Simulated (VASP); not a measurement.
# HfN (I4/mmm) in VASP: further runs

HfN is run at these levels: PBEsol; tasks: electric field gradients.

All numbers are computed with VASP 6.6.1; they aren't measurements. Logs are shortened: lines on timing, memory, paths and dates and some standing lists are left out, and cuts for length are marked.

### 1 The cell of the first run

Symmetry: I4/mmm, No. 139, tetragonal system. The conventional cell has a = 3.227 Å, b = 3.227 Å, c = 4.518 Å, α = 90.00°, β = 90.00°, γ = 90.00°. Within 3.0 Å of Hf (site symmetry 4/mmm) lie 6 N at 2.26 to 2.28 Å. Within 3.0 Å of N (site symmetry 4/mmm) lie 6 Hf at 2.26 to 2.28 Å.

### 2 Electric field gradients, PBEsol (equal xx and yy strain of +1 %)

The input, INCAR:

```
SYSTEM = HfN
  ALGO = Normal
  EDIFF = 1E-8
  ENCUT = 520
  GGA = PS
  GGA_COMPAT = .FALSE.
  ISIF = 2
  ISMEAR = -1
  LASPH = .TRUE.
  LCHARG = .FALSE.
  LEFG = .TRUE.
  LREAL = .FALSE.
  LWAVE = .FALSE.
  NBANDS = 14
  NELM = 120
  PREC = Accurate
  SIGMA = 0.01
```

The input, KPOINTS:

```
k-points
0
G
  10 10 10
  0 0 0
```

The input, POSCAR:

```
HfN
1.0
    0.0000000000      2.2815900000      2.2590000000
    2.2815900000      0.0000000000      2.2590000000
    2.2815900000      2.2815900000      0.0000000000
Hf N
1 1
Direct
    0.0000000000      0.0000000000      0.0000000000
    0.5000000000      0.5000000000      0.5000000000
```

Potentials or basis: VASP PAW PBE potentials, release 64 (Hf_pv, N).

Command:

```sh
$ cat potpaw_PBE.64/Hf_pv/POTCAR potpaw_PBE.64/N/POTCAR > POTCAR
$ mpirun -np 1 vasp_std > vasp.out
```

OUTCAR:

```text
SYSTEM = HfN
   EDIFF = 1E-8
   ENCUT = 520
   GGA = PS
   ISIF = 2
   ISMEAR = -1
   LASPH = .TRUE.
   LREAL = .FALSE.
   NELM = 120
   PREC = Accurate

 ion  position               nearest neighbor table
   1  0.000  0.000  0.000-   2 2.26   2 2.26   2 2.28   2 2.28   2 2.28   2 2.28
   2  0.500  0.500  0.500-   1 2.26   1 2.26   1 2.28   1 2.28   1 2.28   1 2.28

  LATTYP: Found a body centered tetragonal cell.
 ALAT       =     3.2266555218
 C/A-ratio  =     1.4002114479

  Lattice vectors:

 A1 = (   0.0000000000,  -2.2815900000,  -2.2590000000)
 A2 = (   0.0000000000,   2.2815900000,  -2.2590000000)
 A3 = (   2.2815900000,   0.0000000000,   2.2590000000)

Analysis of symmetry for initial positions (statically):
=====================================================================
 Subroutine PRICEL returns:
 Original cell was already a primitive cell.

 Routine SETGRP: Setting up the symmetry group for a
 body centered tetragonal supercell.

 Subroutine GETGRP returns: Found 16 space group operations
 (whereof 16 operations were pure point group operations)
 out of a pool of 16 trial point group operations.

The static configuration has the point symmetry D_4h.

Analysis of symmetry for dynamics (positions and initial velocities):
=====================================================================
 Subroutine PRICEL returns:
 Original cell was already a primitive cell.

 Routine SETGRP: Setting up the symmetry group for a
 body centered tetragonal supercell.

 Subroutine GETGRP returns: Found 16 space group operations
 (whereof 16 operations were pure point group operations)
 out of a pool of 16 trial point group operations.

The dynamic configuration has the point symmetry D_4h.

 Subroutine INISYM returns: Found 16 space group operations
 (whereof 16 operations are pure point group operations),
 and found     1 'primitive' translations

----------------------------------------------------------------------------------------

                                     Primitive cell

  volume of cell :      23.5191

  direct lattice vectors                    reciprocal lattice vectors
     0.000000000  2.281590000  2.259000000    -0.219145421  0.219145421  0.221336875
     2.281590000  0.000000000  2.259000000     0.219145421 -0.219145421  0.221336875
     2.281590000  2.281590000  0.000000000     0.219145421  0.219145421 -0.221336875

  length of vectors
     3.210721715  3.210721715  3.226655522     0.380840443  0.380840443  0.380840443

  position of ions in fractional coordinates (direct lattice)
     0.000000000  0.000000000  0.000000000
     0.500000000  0.500000000  0.500000000

  ion indices of the primitive-cell ions
   primitive index   ion index
                 1           1
                 2           2

----------------------------------------------------------------------------------------

 KPOINTS: k-points

Automatic generation of k-mesh.
 Grid dimensions read from file:
 generate k-points for:   10   10   10

 Generating k-lattice:

  Cartesian coordinates                     Fractional coordinates (reciprocal lattice)
    -0.021914542  0.021914542  0.022133687     0.100000000  0.000000000  0.000000000
     0.021914542 -0.021914542  0.022133687     0.000000000  0.100000000  0.000000000
     0.021914542  0.021914542 -0.022133687     0.000000000  0.000000000  0.100000000

  Length of vectors
     0.038084044  0.038084044  0.038084044

  Shift w.r.t. Gamma in fractional coordinates (k-lattice)
     0.000000000  0.000000000  0.000000000

 Subroutine IBZKPT returns following result:
 ===========================================

 Found    102 irreducible k-points:

 Following reciprocal coordinates:
            Coordinates               Weight
  0.000000  0.000000  0.000000      1.000000
  0.100000  0.000000  0.000000      8.000000
  0.200000  0.000000  0.000000      8.000000
  0.300000 -0.000000  0.000000      8.000000
  0.400000 -0.000000  0.000000      8.000000
  0.500000  0.000000  0.000000      4.000000
[... 16 lines left out ...]
  0.300000  0.300000  0.000000      2.000000
  0.400000  0.300000  0.000000      8.000000
 [... further k-points ...]
   k-points           NKPTS =    102   k-points in BZ     NKDIM =    102   number of bands    NBANDS=     14
   number of dos      NEDOS =    301   number of ions     NIONS =      2
   total plane-waves  NPLWV =  13824
   dimension x,y,z NGX =    24 NGY =   24 NGZ =   24
   dimension x,y,z NGXF=    48 NGYF=   48 NGZF=   48
   ions per type =               1   1
   NGX,Y,Z   is equivalent  to a cutoff of  12.43, 12.43, 12.37 a.u.
   NGXF,Y,Z  is equivalent  to a cutoff of  24.85, 24.85, 24.73 a.u.
 SYSTEM =  HfN
   PREC   = accura    normal or accurate (medium, high low for compatibility)
   ISTART =      0    job   : 0-new  1-cont  2-samecut
   ICHARG =      2    charge: 1-file 2-atom 10-const
   ISPIN  =      1    spin polarized calculation?
   LNONCOLLINEAR =      F non collinear calculations
   LSORBIT =      F    spin-orbit coupling
   LASPH  =      T    aspherical Exc in radial PAW
   ENCUT  =  520.0 eV  38.22 Ry    6.18 a.u.   5.97  5.97  6.00*2*pi/ulx,y,z
   NELM   =    120;   NELMIN=  2; NELMDL= -5     # of ELM steps
   EDIFF  = 0.1E-07   stopping-criterion for ELM
   LREAL  =      F    real-space projection
   EDIFFG = 0.1E-06   stopping-criterion for IOM
   NSW    =      0    number of steps for IOM
   IBRION =     -1    ionic relax: 0-MD 1-quasi-New 2-CG
   NFREE  =      0    steps in history (QN), initial steepest desc. (CG)
   ISIF   =      2    stress and relaxation
   ISYM   =      2    0-nonsym 1-usesym 2-fastsym
   POTIM  = 0.5000    time-step for ionic-motion
   TEBEG  =    0.0;   TEEND  =   0.0 temperature during run
   PSTRESS=    0.0 pullay stress
   NELECT =      15.0000    total number of electrons
   NUPDOWN=      -1.0000    fix difference up-down
   EMIN   =  10.00;   EMAX   =-10.00  energy-range for DOS
   EFERMI =   0.00;   METHOD = LEGACY
   ISMEAR =    -1;   SIGMA  =   0.01  broadening in eV -4-tet -1-fermi 0-gaus
   EFERMI_NEDOS =   21; number of points for ismear=-14 and -15
   IALGO  =     38    algorithm
   IMIX   =      4    mixing-type and parameters
     AMIX     =   0.40;   BMIX     =  1.00
     AMIX_MAG =   1.60;   BMIX_MAG =  1.00
  volume/ion in A,a.u.               =      11.76        79.36
  Fermi-wavevector in a.u.,A,eV,Ry     =   1.409174  2.662954 27.018078  1.985773
  Thomas-Fermi vector in A             =   2.531257
   LORBIT       =      0    0 simple, 1 ext, 2 COOP (PROOUT), +10 PAW based schemes
   GGA     = PS    functional components
   LHFCALC =     F    Hartree Fock is set to
   AEXX    =    0.0000 exact exchange contribution
   IVDW    =     0    specifies the selected vdW correction
   LEPSILON=     F    determine dielectric tensor
   LRPA    =     F    only Hartree local field effects (RPA)
 non-spin polarized calculation
  energy-cutoff  :      520.00
  volume of cell :       23.52
 maximum number of plane-waves:       643
   NGX = 11   NGY = 11   NGZ = 11

 number of electron      15.0000000 magnetization

 Free energy of the ion-electron system (eV)
  ---------------------------------------------------
  ext. energy  EPLUGINS =         0.00000000
  ---------------------------------------------------
  free energy    TOTEN  =       -22.95495688 eV

  energy without entropy =      -22.95451775  energy(sigma->0) =      -22.95473732

 E-fermi :   8.0503     XC(G=0): -12.7898

 val. band max:        8.0335848612   @ k =  -0.1000   0.1000   0.0000
 cond. band min:       8.0598632824   @ k =  -0.3000   0.2000   0.5000
 fundamental gap:      0.0262784212
 Fermi energy:         8.0503326508

 k-point     1 :       0.0000    0.0000    0.0000
  band No.  band energies     occupation
      1     -23.1137      2.00000
      2     -23.1137      2.00000
      3     -23.1022      2.00000
      4      -9.3026      2.00000
      5       5.0396      2.00000
      6       5.0396      2.00000
      7       5.0875      2.00000
      8       7.6297      2.00000
      9       7.6297      2.00000
     10       7.7378      2.00000
     11       9.5650      0.00000
     12       9.8478      0.00000
     13      10.0744      0.00000
     14      17.5151      0.00000
[... 375 lines left out ...]
 k-point    24 :       0.4000    0.3000    0.0000
  band No.  band energies     occupation
      1     -23.7416      2.00000
      2     -23.3659      2.00000
      3     -23.3423      2.00000
      4      -7.8909      2.00000
      5       1.4867      2.00000
      6       3.4443      2.00000
      7       3.9133      2.00000
      8       5.5640      2.00000
      9      11.9674      0.00000
     10      12.4051      0.00000
     11      12.6871      0.00000
     12      12.6968      0.00000
     13      17.1188      0.00000
     14      19.1153      0.00000

 [... further k-points ...]
[... 5 lines left out ...]
  --------------------------------------------------------------------------------------
  -------------------------------------------------------------------------------------
  Total       -1.7043257     -1.7043257     -1.0971273      0.0000000      0.0000000      0.0000000
  in kB     -116.1025470   -116.1025470    -74.7388076      0.0000000      0.0000000      0.0000000
  external PRESSURE =    -102.3146338 kB  Pullay stress =       0.0000000 kB

 VOLUME and BASIS-vectors are now :
 -----------------------------------------------------------------------------
  energy-cutoff  :      520.00
  volume of cell :       23.52
      direct lattice vectors                 reciprocal lattice vectors
     0.000000000  2.281590000  2.259000000    -0.219145421  0.219145421  0.221336875
     2.281590000  0.000000000  2.259000000     0.219145421 -0.219145421  0.221336875
     2.281590000  2.281590000  0.000000000     0.219145421  0.219145421 -0.221336875

 POSITION                                       TOTAL-FORCE (eV/Angst)
 -----------------------------------------------------------------------------------
      0.00000      0.00000      0.00000        -0.000000      0.000000      0.000000
      2.28159      2.28159      2.25900         0.000000     -0.000000      0.000000
 -----------------------------------------------------------------------------------
    total drift:                                0.000000     -0.000000     -0.000000

  FREE ENERGIE OF THE ION-ELECTRON SYSTEM (eV)
  ---------------------------------------------------
  free  energy   TOTEN  =       -22.9549568827 eV

  energy  without entropy=      -22.9545177487  energy(sigma->0) =      -22.95473732

 Electric field gradients (V/A^2)
---------------------------------------------------------------------
 ion       V_xx      V_yy      V_zz      V_xy      V_xz      V_yz
---------------------------------------------------------------------
   1      18.427    18.427   -36.854    -0.000    -0.000    -0.000
   2       1.910     1.910    -3.820     0.001     0.001     0.001
---------------------------------------------------------------------

 Electric field gradients after diagonalization (V/A^2)
 (convention: |V_zz| > |V_xx| > |V_yy|)
----------------------------------------------------------------------
 ion       V_xx      V_yy      V_zz     asymmetry (V_yy - V_xx)/ V_zz
----------------------------------------------------------------------
   1      18.427    18.427   -36.854       0.000
   2       1.911     1.909    -3.820       0.001
----------------------------------------------------------------------

           NMR quadrupolar parameters

 Cq : quadrupolar parameter    Cq=e*Q*V_zz/h
 eta: asymmetry parameters     (V_yy - V_xx)/ V_zz
 Q  : nuclear electric quadrupole moment in mb (millibarn)
----------------------------------------------------------------------
 ion       Cq(MHz)       eta       Q (mb)
----------------------------------------------------------------------
   1      -0.089       0.000       1.000
   2      -0.009       0.001       1.000
----------------------------------------------------------------------
```

It took 19 s on 1 thread of Intel Xeon Platinum 8259CL at 2.50GHz (Skylake/Cascade Lake), shared host; peak memory 0.16 GiB.

What came out:

* Free energy: -22.9550 eV
* Pressure: -10.2 GPa

Stress tensor (GPa, compression positive):
```
-11.61   0.00   0.00
  0.00 -11.61   0.00
  0.00   0.00  -7.47
```

Levels at points of the mesh, in eV from the Fermi level:
| k point | band 6 | band 7 | band 8 | band 9 | band 10 | band 11 |
| --- | --- | --- | --- | --- | --- | --- |
| (0.00, 0.00, 0.00) | -3.01 | -2.96 | -0.42 | -0.42 | -0.31 | 1.51 |
| (0.50, 0.00, 0.00) | -6.11 | -6.10 | 3.18 | 3.56 | 3.62 | 4.27 |
| (0.50, 0.50, 0.00) | -3.80 | -3.71 | -3.71 | 3.96 | 5.34 | 5.37 |
| (0.50, 0.00, 0.50) | -3.77 | -3.69 | -3.64 | 3.95 | 5.30 | 5.37 |

Electric field gradients, principal values (V/Å²):
```tsv
atom	least	middle	greatest (by size)
1 Hf	18.427	18.427	-36.854
2 N	1.909	1.911	-3.820
```

Caveat: the cell differs from its parent crystal (equal xx and yy strain of +1 %); without QUAD_EFG the Cq values of the log hold for a quadrupole moment of 1 mb, not for the nuclei; the PAW data sets were made with another functional, which shifts forces and pressure a little; spin-orbit coupling is left out, which moves the levels of the heavy elements.

(Part 1 of 4 ends here.)
